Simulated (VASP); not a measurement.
The system is Cd.

```
CELL_PARAMETERS angstrom
0.00000 3.07726 3.07726
3.07726 0.00000 3.07726
3.07726 3.07726 0.00000
ATOMIC_POSITIONS crystal
Cd 0.12500 0.12500 0.12500
Cd 0.87500 0.87500 0.87500
```

This isn't the form of Cd at room conditions, which is hcp.

```yaml
Program: VASP 6.6.1
Task: relaxation of cell and atoms
Functional: RPBE
Potentials_or_basis: VASP PAW PBE potentials, release 64 (Cd)
Cutoff: 600 eV
k_mesh: 9 × 9 × 9
Occupations: fermi-dirac, width 0.1 eV
Spin: no spin polarisation
```

At the start: pressure 10.0 GPa; volume 29.14 Å³/atom.

Problem. How do energy, volume and symmetry change on relaxing?

Solution. Over 6 steps the energy falls by 262.5 meV/atom and the volume is 42.33 Å³/atom (+45.3 %); space group Fd-3m (No. 227, to 0.1 Å) before and after.

Step by step:
| step | energy change (eV) | largest force (eV/Å) | pressure (GPa) | volume (Å³) |
| --- | --- | --- | --- | --- |
| 1 | 0.0000 | 0.0000 | 10.03 | 58.28 |
| 2 | -0.4874 | 0.0000 | 1.43 | 75.05 |
| 3 | -0.5142 | 0.0000 | 0.68 | 79.21 |
| 4 | -0.5223 | 0.0000 | -0.26 | 87.97 |
| 5 | -0.5250 | 0.0000 | -0.05 | 85.27 |
| 6 | -0.5250 | 0.0000 | 0.01 | 84.67 |

Final structure:
```cif
data_structure
_symmetry_space_group_name_H-M 'P 1'
_symmetry_Int_Tables_number 1
_cell_length_a 4.9288
_cell_length_b 4.9288
_cell_length_c 4.9288
_cell_angle_alpha 60.000
_cell_angle_beta 60.000
_cell_angle_gamma 60.000
_cell_volume 84.67
loop_
_atom_site_label
_atom_site_type_symbol
_atom_site_fract_x
_atom_site_fract_y
_atom_site_fract_z
_atom_site_occupancy
Cd1 Cd 0.12500 0.12500 0.12500 1
Cd2 Cd 0.87500 0.87500 0.87500 1
```

Caveat: the volume moved by over 15 % at a fixed basis, so the end points are rough; the PAW data sets were made with another functional, which shifts forces and pressure a little.
